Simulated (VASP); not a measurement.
# BN (P6_3/mmc) in VASP: settings compared

BN is run at these levels: revPBE, LDA, RPBE, r2SCAN; tasks: single point.

Program: VASP 6.6.1. These are calculated values, not measurements. Logs are shortened: lines on timing, memory, paths and dates and some standing lists are left out, and cuts for length are marked.

### Step 1. The cell of the first run

It takes space group P6_3/mmc (No. 194, hexagonal). The conventional cell has a = 2.498 Å, b = 2.498 Å, c = 6.636 Å, α = 90.00°, β = 90.00°, γ = 120.00°. Within 1.9 Å of B (site symmetry -6m2) lie 3 N at 1.44 Å. N (site symmetry -6m2) has 3 B at 1.44 Å within 1.9 Å.

### Step 2. Single point, revPBE

INCAR

```
SYSTEM = BN
ALGO = Normal
EDIFF = 1E-6
ENCUT = 600
GGA = RE
GGA_COMPAT = .FALSE.
ISIF = 2
ISMEAR = 0
LASPH = .TRUE.
LCHARG = .FALSE.
LREAL = .FALSE.
LWAVE = .FALSE.
NBANDS = 16
NELM = 120
PREC = Accurate
SIGMA = 0.01
```

KPOINTS

```
k-points
0
G
  9 9 3
  0 0 0
```

POSCAR

```
BN
1.0
    2.4982400000      0.0000000000      0.0000000000
   -1.2491200000      2.1635390000      0.0000000000
    0.0000000000      0.0000000000      6.6357000000
B N
2 2
Direct
    0.3333333333      0.6666666667      0.2500000000
    0.6666666667      0.3333333333      0.7500000000
    0.3333333333      0.6666666667      0.7500000000
    0.6666666667      0.3333333333      0.2500000000
```

Potentials or basis: VASP PAW PBE potentials, release 64 (B, N).

Launch:

```bash
> cat potpaw_PBE.64/B/POTCAR potpaw_PBE.64/N/POTCAR > POTCAR
> mpirun -np 1 vasp_std > vasp.out
```

OUTCAR:

```text
SYSTEM = BN
   EDIFF = 1E-6
   ENCUT = 600
   GGA = RE
   ISIF = 2
   ISMEAR = 0
   LASPH = .TRUE.
   LREAL = .FALSE.
   NELM = 120
   PREC = Accurate

 ion  position               nearest neighbor table
   1  0.333  0.667  0.250-   4 1.44   4 1.44   4 1.44
   2  0.667  0.333  0.750-   3 1.44   3 1.44   3 1.44
   3  0.333  0.667  0.750-   2 1.44   2 1.44   2 1.44
   4  0.667  0.333  0.250-   1 1.44   1 1.44   1 1.44

  LATTYP: Found a hexagonal cell.
 ALAT       =     2.4982400000
 C/A-ratio  =     2.6561499296

  Lattice vectors:

 A1 = (   2.4982400000,   0.0000000000,   0.0000000000)
 A2 = (  -1.2491200000,   2.1635390000,   0.0000000000)
 A3 = (   0.0000000000,   0.0000000000,   6.6357000000)

Analysis of symmetry for initial positions (statically):
=====================================================================
 Subroutine PRICEL returns:
 Original cell was already a primitive cell.

 Routine SETGRP: Setting up the symmetry group for a
 hexagonal supercell.

 Subroutine GETGRP returns: Found 24 space group operations
 (whereof 12 operations were pure point group operations)
 out of a pool of 24 trial point group operations.

The static configuration has the point symmetry D_3d.
 The point group associated with its full space group is D_6h.

Analysis of symmetry for dynamics (positions and initial velocities):
=====================================================================
 Subroutine PRICEL returns:
 Original cell was already a primitive cell.

 Routine SETGRP: Setting up the symmetry group for a
 hexagonal supercell.

 Subroutine GETGRP returns: Found 24 space group operations
 (whereof 12 operations were pure point group operations)
 out of a pool of 24 trial point group operations.

The dynamic configuration has the point symmetry D_3d.
 The point group associated with its full space group is D_6h.

 Subroutine INISYM returns: Found 24 space group operations
 (whereof 12 operations are pure point group operations),
 and found     1 'primitive' translations

----------------------------------------------------------------------------------------

                                     Primitive cell

  volume of cell :      35.8662

  direct lattice vectors                    reciprocal lattice vectors
     2.498240000  0.000000000  0.000000000     0.400281798  0.231102837  0.000000000
    -1.249120000  2.163539000  0.000000000     0.000000000  0.462205673  0.000000000
     0.000000000  0.000000000  6.635700000     0.000000000  0.000000000  0.150700002

  length of vectors
     2.498240000  2.498239736  6.635700000     0.462205624  0.462205673  0.150700002

  position of ions in fractional coordinates (direct lattice)
     0.333333333  0.666666667  0.250000000
     0.666666667  0.333333333  0.750000000
     0.333333333  0.666666667  0.750000000
     0.666666667  0.333333333  0.250000000

  ion indices of the primitive-cell ions
   primitive index   ion index
                 1           1
                 2           2
                 3           3
                 4           4

----------------------------------------------------------------------------------------

 KPOINTS: k-points

Automatic generation of k-mesh.
 Grid dimensions read from file:
 generate k-points for:    9    9    3

 Generating k-lattice:

  Cartesian coordinates                     Fractional coordinates (reciprocal lattice)
     0.044475755  0.025678093  0.000000000     0.111111111  0.000000000  0.000000000
     0.000000000  0.051356186  0.000000000     0.000000000  0.111111111  0.000000000
     0.000000000  0.000000000  0.050233334     0.000000000  0.000000000  0.333333333

  Length of vectors
     0.051356180  0.051356186  0.050233334

  Shift w.r.t. Gamma in fractional coordinates (k-lattice)
     0.000000000  0.000000000  0.000000000

 Subroutine IBZKPT returns following result:
 ===========================================

 Found     24 irreducible k-points:

 Following reciprocal coordinates:
            Coordinates               Weight
  0.000000  0.000000  0.000000      1.000000
  0.111111 -0.000000  0.000000      6.000000
  0.222222 -0.000000  0.000000      6.000000
  0.333333 -0.000000  0.000000      6.000000
  0.444444 -0.000000  0.000000      6.000000
  0.111111  0.111111  0.000000      6.000000
[... 16 lines left out ...]
  0.333333  0.222222  0.333333     24.000000
  0.333333  0.333333  0.333333      4.000000
   k-points           NKPTS =     24   k-points in BZ     NKDIM =     24   number of bands    NBANDS=     16
   number of dos      NEDOS =    301   number of ions     NIONS =      4
   total plane-waves  NPLWV =  21600
   dimension x,y,z NGX =    20 NGY =   20 NGZ =   54
   dimension x,y,z NGXF=    40 NGYF=   40 NGZF=  108
   ions per type =               2   2
   NGX,Y,Z   is equivalent  to a cutoff of  13.31, 13.31, 13.53 a.u.
   NGXF,Y,Z  is equivalent  to a cutoff of  26.62, 26.62, 27.06 a.u.
 SYSTEM =  BN
   PREC   = accura    normal or accurate (medium, high low for compatibility)
   ISTART =      0    job   : 0-new  1-cont  2-samecut
   ICHARG =      2    charge: 1-file 2-atom 10-const
   ISPIN  =      1    spin polarized calculation?
   LNONCOLLINEAR =      F non collinear calculations
   LSORBIT =      F    spin-orbit coupling
   LASPH  =      T    aspherical Exc in radial PAW
   ENCUT  =  600.0 eV  44.10 Ry    6.64 a.u.   4.99  4.99 13.25*2*pi/ulx,y,z
   NELM   =    120;   NELMIN=  2; NELMDL= -5     # of ELM steps
   EDIFF  = 0.1E-05   stopping-criterion for ELM
   LREAL  =      F    real-space projection
   EDIFFG = 0.1E-04   stopping-criterion for IOM
   NSW    =      0    number of steps for IOM
   IBRION =     -1    ionic relax: 0-MD 1-quasi-New 2-CG
   NFREE  =      0    steps in history (QN), initial steepest desc. (CG)
   ISIF   =      2    stress and relaxation
   ISYM   =      2    0-nonsym 1-usesym 2-fastsym
   POTIM  = 0.5000    time-step for ionic-motion
   TEBEG  =    0.0;   TEEND  =   0.0 temperature during run
   PSTRESS=    0.0 pullay stress
   NELECT =      16.0000    total number of electrons
   NUPDOWN=      -1.0000    fix difference up-down
   EMIN   =  10.00;   EMAX   =-10.00  energy-range for DOS
   EFERMI =   0.00;   METHOD = LEGACY
   ISMEAR =     0;   SIGMA  =   0.01  broadening in eV -4-tet -1-fermi 0-gaus
   EFERMI_NEDOS =   21; number of points for ismear=-14 and -15
   IALGO  =     38    algorithm
   IMIX   =      4    mixing-type and parameters
     AMIX     =   0.40;   BMIX     =  1.00
     AMIX_MAG =   1.60;   BMIX_MAG =  1.00
  volume/ion in A,a.u.               =       8.97        60.51
  Fermi-wavevector in a.u.,A,eV,Ry     =   1.250891  2.363842 21.289435  1.564729
  Thomas-Fermi vector in A             =   2.384864
   LORBIT       =      0    0 simple, 1 ext, 2 COOP (PROOUT), +10 PAW based schemes
   GGA     = RE    functional components
   LHFCALC =     F    Hartree Fock is set to
   AEXX    =    0.0000 exact exchange contribution
   IVDW    =     0    specifies the selected vdW correction
   LEPSILON=     F    determine dielectric tensor
   LRPA    =     F    only Hartree local field effects (RPA)
 non-spin polarized calculation
 Gauss-broadening in eV      SIGMA  =   0.01
  energy-cutoff  :      600.00
  volume of cell :       35.87
 maximum number of plane-waves:      1230
 NGX is ok and might be reduce to    20
   NGX =  9   NGY =  9   NGZ = 27

 number of electron      15.9999998 magnetization

 Free energy of the ion-electron system (eV)
  ---------------------------------------------------
  ext. energy  EPLUGINS =         0.00000000
  ---------------------------------------------------
  free energy    TOTEN  =       -33.92060878 eV

  energy without entropy =      -33.92060878  energy(sigma->0) =      -33.92060878

 E-fermi :   2.5058     XC(G=0):  -9.9081

 val. band max:        2.3835627275   @ k =   0.3333   0.3333   0.3333
 cond. band min:       6.8889836866   @ k =   0.4444   0.1111   0.0000
 fundamental gap:      4.5054209591
 Fermi energy:         2.5057967890

 k-point     1 :       0.0000    0.0000    0.0000
  band No.  band energies     occupation
      1     -15.4885      2.00000
      2     -15.2009      2.00000
      3      -3.7984      2.00000
      4      -1.7178      2.00000
      5       1.0974      2.00000
      6       1.0974      2.00000
[... 8 lines left out ...]
     15      14.7508      0.00000
     16      15.5955      0.00000

 k-point     2 :       0.1111   -0.0000    0.0000
  band No.  band energies     occupation
      1     -15.2462      2.00000
      2     -14.9665      2.00000
      3      -3.4665      2.00000
      4      -1.4194      2.00000
      5       0.1291      2.00000
      6       0.1621      2.00000
[... 8 lines left out ...]
     15      15.2077      0.00000
     16      15.5670      0.00000

 k-point     3 :       0.2222   -0.0000    0.0000
  band No.  band energies     occupation
      1     -14.5442      2.00000
      2     -14.2894      2.00000
      3      -2.4946      2.00000
      4      -2.0888      2.00000
      5      -2.0358      2.00000
      6      -0.5596      2.00000
[... 8 lines left out ...]
     15      17.7570      0.00000
     16      17.8679      0.00000

 k-point     4 :       0.3333   -0.0000    0.0000
  band No.  band energies     occupation
      1     -13.4916      2.00000
      2     -13.2849      2.00000
      3      -4.5144      2.00000
      4      -4.4345      2.00000
      5      -1.1774      2.00000
      6      -1.1167      2.00000
[... 8 lines left out ...]
     15      18.3328      0.00000
     16      21.1437      0.00000
[... 324 lines left out ...]
 k-point    22 :       0.2222    0.2222    0.3333
  band No.  band energies     occupation
      1     -12.8793      2.00000
      2     -12.7909      2.00000
      3      -4.6631      2.00000
      4      -4.6594      2.00000
      5      -2.8540      2.00000
      6      -2.8269      2.00000
[... 8 lines left out ...]
     15      17.2867      0.00000
     16      18.2391      0.00000

 k-point    23 :       0.3333    0.2222    0.3333
  band No.  band energies     occupation
      1     -12.0077      2.00000
      2     -11.9644      2.00000
      3      -5.7797      2.00000
      4      -5.7405      2.00000
      5      -3.7250      2.00000
      6      -3.6912      2.00000
[... 8 lines left out ...]
     15      18.2603      0.00000
     16      19.2179      0.00000

 k-point    24 :       0.3333    0.3333    0.3333
  band No.  band energies     occupation
      1     -11.6515      2.00000
      2     -11.6515      2.00000
      3      -5.5508      2.00000
      4      -5.4727      2.00000
      5      -4.7766      2.00000
      6      -4.7766      2.00000
[... 8 lines left out ...]
     15      19.8660      0.00000
     16      20.3552      0.00000

------------------------ aborting loop because EDIFF is reached ----------------------------------------

  FORCE on cell =-STRESS in cart. coord.  units (eV):
  Direction    XX          YY          ZZ          XY          YZ          ZX
  --------------------------------------------------------------------------------------
  -------------------------------------------------------------------------------------
  Total        2.2066579      2.2066573      0.9850208      0.0000000      0.0000000      0.0000000
  in kB       98.5734523     98.5734246     44.0017900      0.0000000      0.0000000      0.0000000
  external PRESSURE =      80.3828890 kB  Pullay stress =       0.0000000 kB

 VOLUME and BASIS-vectors are now :
 -----------------------------------------------------------------------------
  energy-cutoff  :      600.00
  volume of cell :       35.87
      direct lattice vectors                 reciprocal lattice vectors
     2.498240000  0.000000000  0.000000000     0.400281798  0.231102837  0.000000000
    -1.249120000  2.163539000  0.000000000     0.000000000  0.462205673  0.000000000
     0.000000000  0.000000000  6.635700000     0.000000000  0.000000000  0.150700002

 POSITION                                       TOTAL-FORCE (eV/Angst)
 -----------------------------------------------------------------------------------
     -0.00000      1.44236      1.65892         0.000000      0.000000      0.000000
      1.24912      0.72118      4.97677        -0.000000     -0.000000      0.000000
     -0.00000      1.44236      4.97677         0.000000      0.000000      0.000000
      1.24912      0.72118      1.65892        -0.000000     -0.000000      0.000000
 -----------------------------------------------------------------------------------
    total drift:                                0.000000     -0.000000      0.000000

  FREE ENERGIE OF THE ION-ELECTRON SYSTEM (eV)
  ---------------------------------------------------
  free  energy   TOTEN  =       -33.9206087808 eV

  energy  without entropy=      -33.9206087808  energy(sigma->0) =      -33.92060878
```

It took 7.6 s on 1 thread of Intel Xeon 6975P-C (Granite Rapids), shared host; peak memory 0.15 GiB.

Results:

| Item | Value |
| --- | --- |
| Free energy | -33.9206 eV |
| Pressure | 8.0 GPa |
| Band gap on the k mesh | 4.51 eV (least direct gap 4.79 eV) |

Stress tensor (GPa, compression positive):
```
9.86 0.00 0.00
0.00 9.86 0.00
0.00 0.00 4.40
```

Caveat: the cell stands under pressure; the PAW data sets were made with another functional, which shifts forces and pressure a little; an odd mesh through Γ misses points on the zone boundary, where band edges can lie; this functional lacks dispersion, which binds the layers, so the pressure and a relaxed spacing across them are unreliable.

[end of part 1 of 2]
